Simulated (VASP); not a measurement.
# Cr2O3 (R-3c) in VASP: single point with PBE

Aim: the single point of Cr2O3 with PBE.

All numbers are computed with VASP 6.6.1; they aren't measurements. Logs are shortened: lines on timing, memory, paths and dates and some standing lists are left out, and cuts for length are marked.

## Step 1: The cell of the first run

It takes space group R-3c (No. 167, trigonal). Conventional cell: a = 5.121 Å, b = 5.121 Å, c = 13.911 Å, α = 90.00°, β = 90.00°, γ = 120.00°. Cr (site symmetry 3) has 6 O at 2.03 to 2.07 Å within 2.7 Å. Within 2.7 Å of O (site symmetry 2) lie 4 Cr at 2.03 to 2.07 Å and 2 O at 2.66 Å.

## Step 2: Single point, PBE, collinear spin, ferromagnetic start (volume scaled by 1.06, then relaxed in part)

Input file INCAR:

```
  ALGO = Normal
  EDIFF = 1E-7
  ENCUT = 520
  GGA = PE
  ISIF = 2
  ISMEAR = 0
  ISPIN = 2
  LASPH = T
  LCHARG = T
  LELF = T
  LMAXMIX = 4
  LORBIT = 11
  LREAL = F
  LVHAR = T
  LWAVE = F
  MAGMOM = 2.68 2.68 2.68 2.68 0 0 0 0 0 0
  NBANDS = 57
  NELM = 150
  PREC = Accurate
  SIGMA = 0.02
```

Input file KPOINTS:

```
k-points
0
Gamma
  6 6 6
```

Input file POSCAR:

```
Cr2O3
1.0
    2.5606378919      1.4783849762      4.6371348081
   -2.5606378919      1.4783849762      4.6371348081
    0.0000000000     -2.9567699524      4.6371348081
Cr O
4 6
Direct
    0.3493873658      0.3493873658      0.3493873658
    0.1506126342      0.1506126342      0.1506126342
    0.6506126342      0.6506126342      0.6506126342
    0.8493873658      0.8493873658      0.8493873658
    0.5499391089      0.9500608911      0.2500000000
    0.2500000000      0.5499391089      0.9500608911
    0.9500608911      0.2500000000      0.5499391089
    0.4500608911      0.0499391089      0.7500000000
    0.7500000000      0.4500608911      0.0499391089
    0.0499391089      0.7500000000      0.4500608911
```

Potentials or basis: VASP PAW PBE potentials, release 64 (Cr_pv, O).

Run with:

```sh
$ cat potpaw_PBE.64/Cr_pv/POTCAR potpaw_PBE.64/O/POTCAR > POTCAR
$ mpirun -np 1 vasp_std > vasp.out
```

OUTCAR:

```text
EDIFF = 1E-7
   ENCUT = 520
   GGA = PE
   ISIF = 2
   ISMEAR = 0
   ISPIN = 2
   LASPH = T
   LORBIT = 11
   LREAL = F
   NELM = 150
   PREC = Accurate

 ion  position               nearest neighbor table
   1  0.349  0.349  0.349-  10 2.03   8 2.03   9 2.03   5 2.07   7 2.07   6 2.07   2 2.77   3 2.99
                             3 2.99   3 2.99
   2  0.151  0.151  0.151-   9 2.03   8 2.03  10 2.03   5 2.07   7 2.07   6 2.07   1 2.77   4 2.99
                             4 2.99   4 2.99
   3  0.651  0.651  0.651-   7 2.03   5 2.03   6 2.03   8 2.07   9 2.07  10 2.07   4 2.77   1 2.99
                             1 2.99   1 2.99
   4  0.849  0.849  0.849-   6 2.03   5 2.03   7 2.03   8 2.07   9 2.07  10 2.07   3 2.77   2 2.99
                             2 2.99   2 2.99
   5  0.550  0.950  0.250-   3 2.03   4 2.03   1 2.07   2 2.07
   6  0.250  0.550  0.950-   4 2.03   3 2.03   1 2.07   2 2.07
   7  0.950  0.250  0.550-   3 2.03   4 2.03   1 2.07   2 2.07
   8  0.450  0.050  0.750-   1 2.03   2 2.03   3 2.07   4 2.07
   9  0.750  0.450  0.050-   2 2.03   1 2.03   3 2.07   4 2.07
  10  0.050  0.750  0.450-   1 2.03   2 2.03   3 2.07   4 2.07

  LATTYP: Found a trigonal (rhomboedric) cell.
 ALAT       =     5.4995916012
 COS(alpha) =     0.5664237836

  Lattice vectors:

 A1 = (   2.5606378919,   1.4783849762,   4.6371348081)
 A2 = (  -2.5606378919,   1.4783849762,   4.6371348081)
 A3 = (   0.0000000000,  -2.9567699524,   4.6371348081)

Analysis of symmetry for initial positions (statically):
=====================================================================
 Subroutine PRICEL returns:
 Original cell was already a primitive cell.

 Routine SETGRP: Setting up the symmetry group for a
 trigonal (rhombohedral) supercell.

 Subroutine GETGRP returns: Found 12 space group operations
 (whereof  6 operations were pure point group operations)
 out of a pool of 12 trial point group operations.

The static configuration has the point symmetry S_6 .
 The point group associated with its full space group is D_3d.

Analysis of symmetry for dynamics (positions and initial velocities):
=====================================================================
 Subroutine PRICEL returns:
 Original cell was already a primitive cell.

 Routine SETGRP: Setting up the symmetry group for a
 trigonal (rhombohedral) supercell.

 Subroutine GETGRP returns: Found 12 space group operations
 (whereof  6 operations were pure point group operations)
 out of a pool of 12 trial point group operations.

The dynamic configuration has the point symmetry S_6 .
 The point group associated with its full space group is D_3d.

Analysis of structural, dynamic, and magnetic symmetry:
=====================================================================
 Subroutine PRICEL returns:
 Original cell was already a primitive cell.

 Routine SETGRP: Setting up the symmetry group for a
 trigonal (rhombohedral) supercell.

 Subroutine GETGRP returns: Found 12 space group operations
 (whereof  6 operations were pure point group operations)
 out of a pool of 12 trial point group operations.

The overall configuration has the point symmetry S_6 .
 The point group associated with its full space group is D_3d.

 Subroutine INISYM returns: Found 12 space group operations
 (whereof  6 operations are pure point group operations),
 and found     1 'primitive' translations

----------------------------------------------------------------------------------------

                                     Primitive cell

  volume of cell :     105.3263

  direct lattice vectors                    reciprocal lattice vectors
     2.560637892  1.478384976  4.637134808     0.195263845  0.112735633  0.071883468
    -2.560637892  1.478384976  4.637134808    -0.195263845  0.112735633  0.071883468
     0.000000000 -2.956769952  4.637134808     0.000000000 -0.225471267  0.071883468

  length of vectors
     5.499591601  5.499591601  5.499591601     0.236652752  0.236652752  0.236652752

  position of ions in fractional coordinates (direct lattice)
     0.349387366  0.349387366  0.349387366
     0.150612634  0.150612634  0.150612634
     0.650612634  0.650612634  0.650612634
     0.849387366  0.849387366  0.849387366
     0.549939109  0.950060891  0.250000000
[... 84 lines left out ...]
   ISPIN  =      2    spin polarized calculation?
   LNONCOLLINEAR =      F non collinear calculations
   LSORBIT =      F    spin-orbit coupling
   LASPH  =      T    aspherical Exc in radial PAW
   ENCUT  =  520.0 eV  38.22 Ry    6.18 a.u.  10.23 10.23 10.23*2*pi/ulx,y,z
   NELM   =    150;   NELMIN=  2; NELMDL= -5     # of ELM steps
   EDIFF  = 0.1E-06   stopping-criterion for ELM
   LREAL  =      F    real-space projection
   EDIFFG = 0.1E-05   stopping-criterion for IOM
   NSW    =      0    number of steps for IOM
   IBRION =     -1    ionic relax: 0-MD 1-quasi-New 2-CG
   NFREE  =      0    steps in history (QN), initial steepest desc. (CG)
   ISIF   =      2    stress and relaxation
   ISYM   =      2    0-nonsym 1-usesym 2-fastsym
   POTIM  = 0.5000    time-step for ionic-motion
   TEBEG  =    0.0;   TEEND  =   0.0 temperature during run
   PSTRESS=    0.0 pullay stress
   NELECT =      84.0000    total number of electrons
   NUPDOWN=      -1.0000    fix difference up-down
   EMIN   =  10.00;   EMAX   =-10.00  energy-range for DOS
   EFERMI =   0.00;   METHOD = LEGACY
   ISMEAR =     0;   SIGMA  =   0.02  broadening in eV -4-tet -1-fermi 0-gaus
   EFERMI_NEDOS =   21; number of points for ismear=-14 and -15
   IALGO  =     38    algorithm
   IMIX   =      4    mixing-type and parameters
     AMIX     =   0.40;   BMIX     =  1.00
     AMIX_MAG =   1.60;   BMIX_MAG =  1.00
  volume/ion in A,a.u.               =      10.53        71.08
  Fermi-wavevector in a.u.,A,eV,Ry     =   1.518177  2.868938 31.359537  2.304861
  Thomas-Fermi vector in A             =   2.627333
   LORBIT       =     11    0 simple, 1 ext, 2 COOP (PROOUT), +10 PAW based schemes
   GGA     = PE    functional components
   LHFCALC =     F    Hartree Fock is set to
   AEXX    =    0.0000 exact exchange contribution
   IVDW    =     0    specifies the selected vdW correction
   LEPSILON=     F    determine dielectric tensor
   LRPA    =     F    only Hartree local field effects (RPA)
 spin polarized calculation
 Gauss-broadening in eV      SIGMA  =   0.02
  energy-cutoff  :      520.00
  volume of cell :      105.33
 maximum number of plane-waves:      2867
 NGX is ok and might be reduce to    42
   NGX = 21   NGY = 21   NGZ = 21

 number of electron      84.0000032 magnetization      11.9999671

 Free energy of the ion-electron system (eV)
  ---------------------------------------------------
  ext. energy  EPLUGINS =         0.00000000
  ---------------------------------------------------
  free energy    TOTEN  =       -87.13044174 eV

  energy without entropy =      -87.13044174  energy(sigma->0) =      -87.13044174

 E-fermi :   6.2218     XC(G=0): -11.5955

 val. band max:        6.0548842491   @ k =   0.0000   0.0000   0.0000
 cond. band min:       7.0772948269   @ k =   0.5000   0.5000   0.0000
 fundamental gap:      1.0224105777
 Fermi energy:         6.2217866574

 spin component 1

 k-point     1 :       0.0000    0.0000    0.0000
  band No.  band energies     occupation
      1     -38.5350      1.00000
      2     -38.5047      1.00000
      3     -38.5017      1.00000
      4     -38.5017      1.00000
      5     -38.4848      1.00000
      6     -38.4848      1.00000
[... 1357 lines left out ...]
     53       8.1687      0.00000
     54       8.5036      0.00000

 [... further k-points ...]

 spin component 2

 k-point     1 :       0.0000    0.0000    0.0000
  band No.  band energies     occupation
      1     -35.5512      1.00000
      2     -35.5109      1.00000
      3     -35.5050      1.00000
      4     -35.5050      1.00000
      5     -35.4822      1.00000
      6     -35.4822      1.00000
[... 1357 lines left out ...]
     53       9.8152      0.00000
     54       9.9724      0.00000

 [... further k-points ...]

 [bands above 54 left out]

------------------------ aborting loop because EDIFF is reached ----------------------------------------

  FORCE on cell =-STRESS in cart. coord.  units (eV):
  Direction    XX          YY          ZZ          XY          YZ          ZX
  --------------------------------------------------------------------------------------
  -------------------------------------------------------------------------------------
  Total       -6.9587185     -6.9587185     -6.9547016      0.0000000     -0.0000000      0.0000000
  in kB     -105.8530002   -105.8530002   -105.7918970      0.0000000     -0.0000000      0.0000000
  external PRESSURE =    -105.8326324 kB  Pullay stress =       0.0000000 kB

 VOLUME and BASIS-vectors are now :
 -----------------------------------------------------------------------------
  energy-cutoff  :      520.00
  volume of cell :      105.33
      direct lattice vectors                 reciprocal lattice vectors
     2.560637892  1.478384976  4.637134808     0.195263845  0.112735633  0.071883468
    -2.560637892  1.478384976  4.637134808    -0.195263845  0.112735633  0.071883468
     0.000000000 -2.956769952  4.637134808     0.000000000 -0.225471267  0.071883468

 POSITION                                       TOTAL-FORCE (eV/Angst)
 -----------------------------------------------------------------------------------
      0.00000      0.00000      4.86047         0.000000     -0.000000      0.010185
      0.00000      0.00000      2.09523         0.000000     -0.000000     -0.010185
      0.00000      0.00000      9.05094         0.000000     -0.000000     -0.010185
      0.00000      0.00000     11.81617         0.000000     -0.000000      0.010185
     -1.02457      1.47838      8.11499         0.004842     -0.000000      0.000000
     -0.76804     -1.62649      8.11499        -0.002421      0.004193      0.000000
      1.79260      0.14811      8.11499        -0.002421     -0.004193      0.000000
      1.02457     -1.47838      5.79642        -0.004842     -0.000000      0.000000
      0.76804      1.62649      5.79642         0.002421     -0.004193      0.000000
     -1.79260     -0.14811      5.79642         0.002421      0.004193      0.000000
 -----------------------------------------------------------------------------------
    total drift:                                0.000000      0.000000      0.000000

  FREE ENERGIE OF THE ION-ELECTRON SYSTEM (eV)
  ---------------------------------------------------
  free  energy   TOTEN  =       -87.1304417446 eV

  energy  without entropy=      -87.1304417446  energy(sigma->0) =      -87.13044174

 total charge

# of ion       s       p       d       tot
------------------------------------------
    1        0.269   6.292   3.998  10.559
    2        0.269   6.292   3.998  10.559
    3        0.269   6.292   3.998  10.559
    4        0.269   6.292   3.998  10.559
    5        1.556   3.456   0.000   5.011
    6        1.556   3.456   0.000   5.011
    7        1.556   3.456   0.000   5.011
    8        1.556   3.456   0.000   5.011
    9        1.556   3.456   0.000   5.011
   10        1.556   3.456   0.000   5.011
--------------------------------------------------
tot         10.410  45.903  15.990  72.302

 magnetization (x)

# of ion       s       p       d       tot
------------------------------------------
    1        0.029   0.030   2.848   2.907
    2        0.029   0.030   2.848   2.907
    3        0.029   0.030   2.848   2.907
    4        0.029   0.030   2.848   2.907
    5       -0.002  -0.030   0.000  -0.031
    6       -0.002  -0.030   0.000  -0.031
    7       -0.002  -0.030   0.000  -0.031
    8       -0.002  -0.030   0.000  -0.031
    9       -0.002  -0.030   0.000  -0.031
   10       -0.002  -0.030   0.000  -0.031
--------------------------------------------------
tot          0.106  -0.060  11.393  11.438
```

Wall time 19 min (1 thread of Intel Xeon 8259CL, shared host); peak memory 0.48 GiB.

What came out:

```
Free energy                                           : -87.1304 eV
Pressure                                              : -10.6 GPa
Largest force                                         : 0.010 eV/Å
Band gap on the k mesh                                : 1.02 eV, indirect (least direct gap 1.19 eV)
Net moment                                            : 12.00 μB per cell
Site moments                                          : Cr +2.91; O -0.03 μB
Valence electrons inside the program's atomic spheres : Cr 10.56; O 5.01
```

Forces in eV/Å, atoms in the order of the input:
```
Cr   0.000  0.000  0.010
Cr   0.000  0.000 -0.010
Cr   0.000  0.000 -0.010
Cr   0.000  0.000  0.010
O    0.005  0.000  0.000
O   -0.002  0.004  0.000
O   -0.002 -0.004  0.000
O   -0.005  0.000  0.000
O    0.002 -0.004  0.000
O    0.002  0.004  0.000
```

Caveat: only a ferromagnetic start was run, and an antiferromagnetic order may lie lower in energy. A k mesh can miss the band edges.
